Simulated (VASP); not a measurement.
## YHg: electric field gradients with LDA

Crystal: YHg.

```
Y Hg
1.0
     3.75421    0.00000    0.00000
     0.00000    3.75421    0.00000
     0.00000    0.00000    3.75421
Y Hg
1 1
Direct
  0.50000 0.50000 0.50000
  0.00000 0.00000 0.00000
```

This cell differs from its parent crystal: volume scaled by 1.06.

```yaml
Program: VASP 6.6.1
Task: electric field gradients
Functional: LDA
Potentials_or_basis: VASP PAW LDA potentials, release 64 (Y_sv, Hg)
Cutoff: 520 eV
k_mesh: 11 × 11 × 11
Occupations: fermi-dirac, width 0.08 eV
Spin: no spin polarisation
Dipole_correction: no
Further_INCAR_settings: ALGO = Normal; EDIFF = 1e-08; NBANDS = 18
```

```yaml
Pressure: -6.6 GPa
```

Levels at points of the mesh, in eV from the Fermi level:
| k point | band 9 | band 10 | band 11 | band 12 | band 13 | band 14 |
| --- | --- | --- | --- | --- | --- | --- |
| (0.00, 0.00, 0.00) | -7.07 | -7.07 | 0.24 | 0.24 | 3.54 | 3.54 |

It took 17 s on 1 thread of Intel(R) Xeon(R) 6975P-C (Granite Rapids) (shared host), peak memory 0.19 GiB.

Caveat: without QUAD_EFG the Cq values of the log hold for a quadrupole moment of 1 mb, not for the nuclei; spin-orbit coupling is left out, which moves the levels of the heavy elements.
